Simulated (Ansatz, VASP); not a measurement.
## FeO: VASP beside Ansatz

Contents of INCAR:

```
PREC     = Accurate       # precision mode
ENCUT    = 700            # plane-wave cutoff, eV
EDIFF    = 1E-6           # SCF threshold, eV
ISMEAR   = -1             # smearing method
SIGMA    = 0.05           # smearing width, eV
LREAL    = F              # projectors in reciprocal space
LASPH    = T              # aspherical terms in the spheres
NELM     = 200            # most SCF steps
ALGO     = Normal         # electronic algorithm
ISIF     = 2              # what is computed and relaxed
LWAVE    = F              # write WAVECAR
LCHARG   = F              # write CHGCAR
ISPIN    = 2              # spin polarisation
MAGMOM   = 2.2 0          # initial moments
LORBIT   = 11             # projections on sites
NUPDOWN  = 2.2            # fixed moment
LMAXMIX  = 4              # l up to which the mixer works
GGA      = PE             # functional
NBANDS   = 22             # bands
GGA_COMPAT= F
```

Contents of KPOINTS:

```
regular mesh
0
Gamma
  10 10 10
```

The input POSCAR:

```
FeO
1.0
   -1.6021034130      1.6021034130      2.0833922500
    1.6021034130     -1.6021034130      2.0833922500
    1.6021034130      1.6021034130     -2.0833922500
Fe O
1 1
Direct
    0.0000000000      0.0000000000      0.0000000000
    0.5000000000      0.5000000000      0.0000000000
```

input.yaml

```yaml
crystal:
  lattice:
    - [-1.602103413, 1.602103413, 2.08339225]
    - [1.602103413, -1.602103413, 2.08339225]
    - [1.602103413, 1.602103413, -2.08339225]
  atoms:
    - { symbol: Fe, position: [0.0, 0.0, 0.0], spin: 2.2 }
    - { symbol: O, position: [0.5, 0.5, 0.0] }
hamiltonian:
  xc: pbe
  pseudopotentials: { kind: paw }
magnetization:
  spin_polarized: true
  initial_magnetization: 2.2
  spin_locking: { lock_magnetization: hard }
kpoints:
  mp_grid: { grid: [10, 10, 10] }
scf:
  occupations: { method: fermi_dirac, width: 0.05 }
  lower_state_search: "off"
output:
  forces: true
  stress: true
  eigenvalues: true
```

Alike in both runs: task single point; functional PBE; k mesh 10 × 10 × 10; occupations fermi-dirac, width 0.05 eV; collinear spin; fixed moment 2.2 μB.

|  | VASP | Ansatz |
| --- | --- | --- |
| version | VASP 6.6.1 | Ansatz 0.2.0 |
| potentials or method | VASP PAW PBE potentials, release 64 (Fe_sv, O) | Ansatz PAW |
| plane-wave cutoff (eV) | 700 | 420 |
| valence electrons in the cell | 22 | 22 |

VASP gave:

| Property | Result |
| --- | --- |
| pressure (GPa) | -23.9 |
| traceless stress, the component that is largest in VASP (GPa) | -1.09 |
| net moment per atom (μB) | 1.10 |
| size of the moment on the site where the two differ most (μB) | 2.09 |

Task: What did Ansatz give for the same quantities?

Result: Pressure (GPa): -22.9; traceless stress, the component that is largest in VASP (GPa): -1.03; net moment per atom (μB): 1.10; size of the moment on the site where the two differ most (μB): 2.05.

Site moments also hang on the region over which each program counts them.
